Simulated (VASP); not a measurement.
# HfO2 (P4_2/mnm) in VASP: notebook

Aim: see how the results for HfO2 move with the level of theory and the settings. Levels: PBE, PBEsol. Tasks: dielectric tensor, vibrations by perturbation theory.

Everything below comes from runs of VASP 6.6.1. Logs are shortened: lines on timing, memory, paths and dates and some standing lists are left out, and cuts for length are marked.

### 1 The cell of the first run

It takes space group P4_2/mnm (No. 136, tetragonal). Conventional cell: a = 4.838 Å, b = 4.838 Å, c = 3.220 Å, α = 90.00°, β = 90.00°, γ = 90.00°. Within 2.8 Å of Hf (site symmetry mmm) lie 6 O at 2.09 Å. Within 2.8 Å of O (site symmetry m2m) lie 3 Hf at 2.09 Å and 1 O at 2.67 Å.

### 2 Dielectric tensor, PBE

INCAR reads:

```
  PREC = Accurate
  ENCUT = 520
  EDIFF = 1E-8
  ISMEAR = 0
  SIGMA = 0.01
  LREAL = F
  LASPH = T
  NELM = 100
  ALGO = Normal
  ISIF = 2
  LWAVE = F
  LCHARG = F
  GGA = PE
  LEPSILON = T
```

KPOINTS reads:

```
regular mesh
0
Gamma
  4 4 6
```

POSCAR reads:

```
HfO2
1.0
    4.8382821842      0.0000000000      0.0000000000
    0.0000000000      4.8382821842      0.0000000000
    0.0000000000      0.0000000000      3.2200100098
Hf O
2 4
Direct
    0.0000000000      0.0000000000      0.0000000000
    0.5000000000      0.5000000000      0.5000000000
    0.3050443194      0.3050443194      0.0000000000
    0.1949556806      0.8050443194      0.5000000000
    0.8050443194      0.1949556806      0.5000000000
    0.6949556806      0.6949556806      0.0000000000
```

Potentials or basis: VASP PAW PBE potentials, release 64 (Hf_pv, O).

Started as:

```console
$ cat potpaw_PBE.64/Hf_pv/POTCAR potpaw_PBE.64/O/POTCAR > POTCAR
$ mpirun -np 1 vasp_std > vasp.out
```

OUTCAR:

```text
PREC = Accurate
   ENCUT = 520
   EDIFF = 1E-8
   ISMEAR = 0
   LREAL = F
   LASPH = T
   NELM = 100
   ISIF = 2
   GGA = PE
   LEPSILON = T

 ion  position               nearest neighbor table
   1  0.000  0.000  0.000-   3 2.09   6 2.09   5 2.09   4 2.09   4 2.09   5 2.09   2 3.78   2 3.78
                             2 3.78   2 3.78   2 3.78   2 3.78   2 3.78   2 3.78
   2  0.500  0.500  0.500-   4 2.09   5 2.09   3 2.09   6 2.09   3 2.09   6 2.09   1 3.78   1 3.78
                             1 3.78   1 3.78   1 3.78   1 3.78   1 3.78   1 3.78
   3  0.305  0.305  0.000-   1 2.09   2 2.09   2 2.09
   4  0.195  0.805  0.500-   2 2.09   1 2.09   1 2.09
   5  0.805  0.195  0.500-   2 2.09   1 2.09   1 2.09
   6  0.695  0.695  0.000-   1 2.09   2 2.09   2 2.09

  LATTYP: Found a simple tetragonal cell.
 ALAT       =     4.8382821842
 C/A-ratio  =     0.6655275338

  Lattice vectors:

 A1 = (   4.8382821842,   0.0000000000,   0.0000000000)
 A2 = (   0.0000000000,   4.8382821842,   0.0000000000)
 A3 = (   0.0000000000,   0.0000000000,   3.2200100098)

Analysis of symmetry for initial positions (statically):
=====================================================================
 Subroutine PRICEL returns:
 Original cell was already a primitive cell.

 Routine SETGRP: Setting up the symmetry group for a
 simple tetragonal supercell.

 Subroutine GETGRP returns: Found 16 space group operations
 (whereof  8 operations were pure point group operations)
 out of a pool of 16 trial point group operations.

The static configuration has the point symmetry D_2h.
 The point group associated with its full space group is D_4h.

Analysis of symmetry for dynamics (positions and initial velocities):
=====================================================================
 Subroutine PRICEL returns:
 Original cell was already a primitive cell.

 Routine SETGRP: Setting up the symmetry group for a
 simple tetragonal supercell.

 Subroutine GETGRP returns: Found 16 space group operations
 (whereof  8 operations were pure point group operations)
 out of a pool of 16 trial point group operations.

The dynamic configuration has the point symmetry D_2h.
 The point group associated with its full space group is D_4h.

 Subroutine INISYM returns: Found 16 space group operations
 (whereof  8 operations are pure point group operations),
 and found     1 'primitive' translations

----------------------------------------------------------------------------------------

                                     Primitive cell

  volume of cell :      75.3771

  direct lattice vectors                    reciprocal lattice vectors
     4.838282184  0.000000000  0.000000000     0.206684927  0.000000000  0.000000000
     0.000000000  4.838282184  0.000000000     0.000000000  0.206684927  0.000000000
     0.000000000  0.000000000  3.220010010     0.000000000  0.000000000  0.310558041

  length of vectors
     4.838282184  4.838282184  3.220010010     0.206684927  0.206684927  0.310558041

  position of ions in fractional coordinates (direct lattice)
     0.000000000  0.000000000  0.000000000
     0.500000000  0.500000000  0.500000000
     0.305044319  0.305044319  0.000000000
     0.194955681  0.805044319  0.500000000
     0.805044319  0.194955681  0.500000000
     0.694955681  0.694955681  0.000000000

  ion indices of the primitive-cell ions
   primitive index   ion index
                 1           1
                 2           2
                 3           3
                 4           4
                 5           5
                 6           6

----------------------------------------------------------------------------------------

[... 104 lines left out ...]
 NGX is ok and might be reduce to    36
   NGX = 17   NGY = 17   NGZ = 11

--------------------------------------- Ionic step        1  -------------------------------------------

 number of electron      43.9999973 magnetization

 E-fermi :   2.3557     XC(G=0): -10.9083

 val. band max:        2.3042006076   @ k =   0.0000   0.0000   0.0000
 cond. band min:       6.2280908566   @ k =   0.0000   0.0000   0.0000
 fundamental gap:      3.9238902490
 Fermi energy:         2.3557487257

 k-point     1 :       0.0000    0.0000    0.0000
  band No.  band energies     occupation
      1     -27.1944      2.00000
      2     -27.1944      2.00000
      3     -26.9137      2.00000
      4     -26.9137      2.00000
      5     -26.7966      2.00000
      6     -26.7397      2.00000
[... 685 lines left out ...]
     25       8.1033      0.00000
     26       8.1033      0.00000

  FORCE on cell =-STRESS in cart. coord.  units (eV):
  Direction    XX          YY          ZZ          XY          YZ          ZX
  --------------------------------------------------------------------------------------
  -------------------------------------------------------------------------------------
  Total        1.0438654      1.0438654      0.8917619      0.0000000      0.0000000      0.0000000
  in kB       22.1878629     22.1878629     18.9548305      0.0000000      0.0000000      0.0000000
  external PRESSURE =      21.1101855 kB  Pullay stress =       0.0000000 kB

 VOLUME and BASIS-vectors are now :
 -----------------------------------------------------------------------------
  energy-cutoff  :      520.00
  volume of cell :       75.38
      direct lattice vectors                 reciprocal lattice vectors
     4.838282184  0.000000000  0.000000000     0.206684927  0.000000000  0.000000000
     0.000000000  4.838282184  0.000000000     0.000000000  0.206684927  0.000000000
     0.000000000  0.000000000  3.220010010     0.000000000  0.000000000  0.310558041

 POSITION                                       TOTAL-FORCE (eV/Angst)
 -----------------------------------------------------------------------------------
      0.00000      0.00000      0.00000         0.000000     -0.000000     -0.000000
      2.41914      2.41914      1.61001         0.000000     -0.000000     -0.000000
      1.47589      1.47589      0.00000         0.010375      0.010375      0.000000
      0.94325      3.89503      1.61001        -0.010375      0.010375     -0.000000
      3.89503      0.94325      1.61001         0.010375     -0.010375     -0.000000
      3.36239      3.36239      0.00000        -0.010375     -0.010375     -0.000000
 -----------------------------------------------------------------------------------
    total drift:                                0.000000      0.000000      0.000000

  FREE ENERGIE OF THE ION-ELECTRON SYSTEM (eV)
  ---------------------------------------------------
  free  energy   TOTEN  =       -60.8866276430 eV

  energy  without entropy=      -60.8866276430  energy(sigma->0) =      -60.88662764

 HEAD OF MICROSCOPIC STATIC DIELECTRIC TENSOR (INDEPENDENT PARTICLE, excluding Hartree and local field effects)
 ------------------------------------------------------
           4.574480     0.000000     0.000000
           0.000000     4.574480     0.000000
           0.000000     0.000000     5.142318
 ------------------------------------------------------

 Free energy of the ion-electron system (eV)
  ---------------------------------------------------
  ---------------------------------------------------
  free energy    TOTEN  =        -0.76968118 eV

  energy without entropy =       -0.76968118

------------------------ aborting loop because EDIFF is reached ----------------------------------------

--------------------------------------- Ionic step        2  -------------------------------------------

------------------------ aborting loop because EDIFF is reached ----------------------------------------

--------------------------------------- Ionic step        3  -------------------------------------------

 Free energy of the ion-electron system (eV)
  ---------------------------------------------------
  ---------------------------------------------------
  free energy    TOTEN  =        -0.90307430 eV

  energy without entropy =       -0.90307430

------------------------ aborting loop because EDIFF is reached ----------------------------------------

 PIEZOELECTRIC TENSOR FIELD DIRECTION 3  (e Angst)
 -----------------------------------------------------------------------------
     0.00065  0.00000  0.00000           ( -0.00001  0.00000  0.00000)
    -0.00000  0.00065  0.00000           (  0.00000 -0.00001  0.00000)
     0.00000  0.00000 -0.00158           (  0.00000  0.00000 -0.00007)

 PIEZOELECTRIC TENSOR FIELD DIRECTION 3  (C/m^2)
 -----------------------------------------------------------------------------
     0.00014  0.00000  0.00000
    -0.00000  0.00014  0.00000
     0.00000  0.00000 -0.00034

 MACROSCOPIC STATIC DIELECTRIC TENSOR (including local field effects in DFT)
 ------------------------------------------------------
           4.458576     0.000000     0.000000
           0.000000     4.458576     0.000000
           0.000000     0.000000     5.048805
 ------------------------------------------------------

 PIEZOELECTRIC TENSOR (including local field effects)  for field in x, y, z        (e  Angst)
          XX          YY          ZZ          XY          YZ          ZX
  --------------------------------------------------------------------------------
  x     0.00000     0.00000     0.00000     0.00000     0.00000     0.00000
  y     0.00000     0.00000     0.00000     0.00000     0.00000     0.00000
  z     0.00000     0.00000     0.00000     0.00000     0.00000     0.00000

 PIEZOELECTRIC TENSOR (including local field effects)  for field in x, y, z        (C/m^2)
          XX          YY          ZZ          XY          YZ          ZX
  --------------------------------------------------------------------------------
  x     0.00000     0.00000     0.00000     0.00000     0.00000     0.00000
  y     0.00000     0.00000     0.00000     0.00000     0.00000     0.00000
  z     0.00000     0.00000     0.00000     0.00000     0.00000     0.00000

 BORN EFFECTIVE CHARGES (including local field effects) (in |e|, cummulative output)
 ---------------------------------------------------------------------------------
 ion    1
    1     5.30596     0.62791     0.00000
    2     0.62791     5.30596     0.00000
    3     0.00000     0.00000     6.21028
 ion    2
    1     5.30596    -0.62791     0.00000
    2    -0.62791     5.30596     0.00000
    3     0.00000     0.00000     6.21028
 ion    3
    1    -2.65298    -1.32383     0.00000
    2    -1.32383    -2.65298     0.00000
    3     0.00000     0.00000    -3.10514
 ion    4
    1    -2.65298     1.32383     0.00000
    2     1.32383    -2.65298     0.00000
    3     0.00000     0.00000    -3.10514
 ion    5
    1    -2.65298     1.32383     0.00000
    2     1.32383    -2.65298     0.00000
    3     0.00000     0.00000    -3.10514
 ion    6
    1    -2.65298    -1.32383     0.00000
    2    -1.32383    -2.65298     0.00000
    3     0.00000     0.00000    -3.10514
```

Run time: 12 min. Hardware: 1 thread of Oxide Virtual Turin-like, shared host; peak memory 0.31 GiB.

What came out:

* Band gap on the k mesh: 3.92 eV
* Electronic dielectric tensor (diagonal): 4.46, 4.46, 5.05
* Born charges (mean of the diagonal): Hf +5.61; O -2.80 e

Levels at points of the mesh, in eV from the valence-band top:
```
           k point  band 18  band 19  band 20  band 21  band 22  band 23  band 24  band 25  band 26
(0.00, 0.00, 0.00)    -1.63    -0.75    -0.50    -0.50     0.00     3.92     4.10     5.17     5.53
(0.50, 0.00, 0.00)    -2.75    -1.46    -1.46    -0.66    -0.66     4.58     4.58     6.14     6.19
(0.50, 0.50, 0.00)    -1.75    -1.14    -1.14    -0.84    -0.84     4.17     4.17     5.59     5.59
(0.00, 0.00, 0.50)    -2.07    -2.06    -2.06    -0.97    -0.97     5.55     5.55     6.02     6.02
(0.50, 0.00, 0.50)    -1.77    -1.77    -1.77    -0.92    -0.92     4.15     4.15     6.26     6.26
(0.50, 0.50, 0.50)    -2.04    -1.08    -1.08    -0.52    -0.52     5.08     5.08     5.80     5.80
```

Electronic dielectric tensor:
```
4.46 0.00 0.00
0.00 4.46 0.00
0.00 0.00 5.05
```

Born effective charge tensors (e):
atom 1, Hf
```
5.31 0.63 0.00
0.63 5.31 0.00
0.00 0.00 6.21
```
atom 2, Hf
```
 5.31 -0.63  0.00
-0.63  5.31  0.00
 0.00  0.00  6.21
```
atom 3, O
```
-2.65 -1.32  0.00
-1.32 -2.65  0.00
 0.00  0.00 -3.11
```
atom 4, O
```
-2.65  1.32  0.00
 1.32 -2.65  0.00
 0.00  0.00 -3.11
```
atom 5, O
```
-2.65  1.32  0.00
 1.32 -2.65  0.00
 0.00  0.00 -3.11
```
atom 6, O
```
-2.65 -1.32  0.00
-1.32 -2.65  0.00
 0.00  0.00 -3.11
```

Caveat: the structure was generated, so it needn't be the stable form of HfO2; spin-orbit coupling is left out, which moves the levels of the heavy elements. A k mesh can miss the band edges.

### 3 Vibrations by perturbation theory, PBEsol

This run uses another cell than the first one, of 12.48 Å³/atom.

INCAR reads:

```
SYSTEM = HfO2
  ALGO = Normal
  EDIFF = 1E-8
  ENCUT = 520
  GGA = PS
  IBRION = 8
  ISIF = 2
  ISMEAR = 0
  LASPH = .TRUE.
  LCHARG = .FALSE.
  LEPSILON = .TRUE.
  LREAL = .FALSE.
  LWAVE = .FALSE.
  NELM = 60
  NSW = 1
  PREC = Accurate
  SIGMA = 0.01
```

KPOINTS reads:

```
k-points
0
G
  4 4 6
  0 0 0
```

POSCAR reads:

```
HfO2
1.0
    4.8302839322      0.0000000000      0.0000000000
    0.0000000000      4.8302839322      0.0000000000
    0.0000000000      0.0000000000      3.2096949377
Hf O
2 4
Direct
    0.0000000000      0.0000000000      0.0000000000
    0.5000000000      0.5000000000      0.5000000000
    0.3050308827      0.3050308827      0.0000000000
    0.1949691173      0.8050308827      0.5000000000
    0.8050308827      0.1949691173      0.5000000000
    0.6949691173      0.6949691173      0.0000000000
```

Potentials or basis: VASP PAW PBE potentials, release 64 (Hf_pv, O).

Started as:

```console
$ cat potpaw_PBE.64/Hf_pv/POTCAR potpaw_PBE.64/O/POTCAR > POTCAR
$ mpirun -np 1 vasp_std > vasp.out
```

OUTCAR:

```text
SYSTEM = HfO2
   EDIFF = 1E-8
   ENCUT = 520
   GGA = PS
   IBRION = 8
   ISIF = 2
   ISMEAR = 0
   LASPH = .TRUE.
   LEPSILON = .TRUE.
   LREAL = .FALSE.
   NELM = 60
   NSW = 1
   PREC = Accurate

 ion  position               nearest neighbor table
   1  0.000  0.000  0.000-   3 2.08   6 2.08   5 2.09   4 2.09   4 2.09   5 2.09   2 3.77   2 3.77
                             2 3.77   2 3.77   2 3.77   2 3.77   2 3.77   2 3.77
[... 1230 lines left out ...]
      1.473386  1.473386  0.000000     0.000000    0.000000   -0.195042
      0.941756  3.888528  1.604847     0.000000    0.000000   -0.195042
      3.888528  0.941756  1.604847     0.000000    0.000000   -0.195042
      3.356898  3.356898  0.000000     0.000000    0.000000   -0.195042

--------------------------------------------------------------------------------------------------------

 MACROSCOPIC STATIC DIELECTRIC TENSOR IONIC CONTRIBUTION
 ------------------------------------------------------
          21.389747     0.000000    -0.000000
           0.000000    21.389747    -0.000000
          -0.000000    -0.000000    25.723617
 ------------------------------------------------------

 ELASTIC MODULI CONTR FROM IONIC RELAXATION (kBar)
 Direction    XX          YY          ZZ          XY          YZ          ZX
 --------------------------------------------------------------------------------
 XX         -46.9652     45.6587    -14.2367      0.0000     -0.0000     -0.0000
 YY          45.6587    -46.9652    -14.2367     -0.0000      0.0000      0.0000
 ZZ         -14.2367    -14.2367   -310.2873      0.0000      0.0000      0.0000
 XY           0.0000     -0.0000      0.0000    -36.4710     -0.0000     -0.0000
 YZ          -0.0000      0.0000      0.0000     -0.0000   -429.5918      0.0000
 ZX          -0.0000      0.0000      0.0000     -0.0000      0.0000   -364.7437
 --------------------------------------------------------------------------------

 PIEZOELECTRIC TENSOR IONIC CONTR  for field in x, y, z        (C/m^2)
          XX          YY          ZZ          XY          YZ          ZX
  --------------------------------------------------------------------------------
  x    -0.00000     0.00000     0.00000     0.00000     0.00000     0.00000
  y    -0.00000    -0.00000    -0.00000     0.00000    -0.00000    -0.00000
  z    -0.00000     0.00000    -0.00000     0.00000    -0.00000    -0.00000
```

It took 34 min on 1 thread of Oxide Virtual Turin-like, shared host; peak memory 0.39 GiB.

Results:

```
Electronic dielectric tensor (diagonal)                 : 4.54, 4.54, 5.14
Born charges (mean of the diagonal)                     : Hf +5.62; O -2.81 e
Highest phonon frequency at Γ, LO-TO splitting left out : 785 cm⁻¹
```

Phonon frequencies in cm⁻¹ (negative: imaginary):
```tsv
q point	frequencies
(0.000, 0.000, 0.000)	0 0 0 94 134 211 211 216 216 270 386 410 453 453 478 478 621 785
```

Electronic dielectric tensor:
```
4.54 0.00 0.00
0.00 4.54 0.00
0.00 0.00 5.14
```

Born effective charge tensors (e):
atom 1, Hf
```
5.31 0.63 0.00
0.63 5.31 0.00
0.00 0.00 6.22
```
atom 2, Hf
```
 5.31 -0.63  0.00
-0.63  5.31  0.00
 0.00  0.00  6.22
```
atom 3, O
```
-2.66 -1.33  0.00
-1.33 -2.66  0.00
 0.00  0.00 -3.11
```
atom 4, O
```
-2.66  1.33  0.00
 1.33 -2.66  0.00
 0.00  0.00 -3.11
```
atom 5, O
```
-2.66  1.33  0.00
 1.33 -2.66  0.00
 0.00  0.00 -3.11
```
atom 6, O
```
-2.66 -1.33  0.00
-1.33 -2.66  0.00
 0.00  0.00 -3.11
```

Caveat: the cell stands under pressure or tension, which shifts response properties; the structure was generated, so it needn't be the stable form of HfO2; the PAW data sets were made with another functional, which shifts forces and pressure a little; spin-orbit coupling is left out, which moves the levels of the heavy elements.
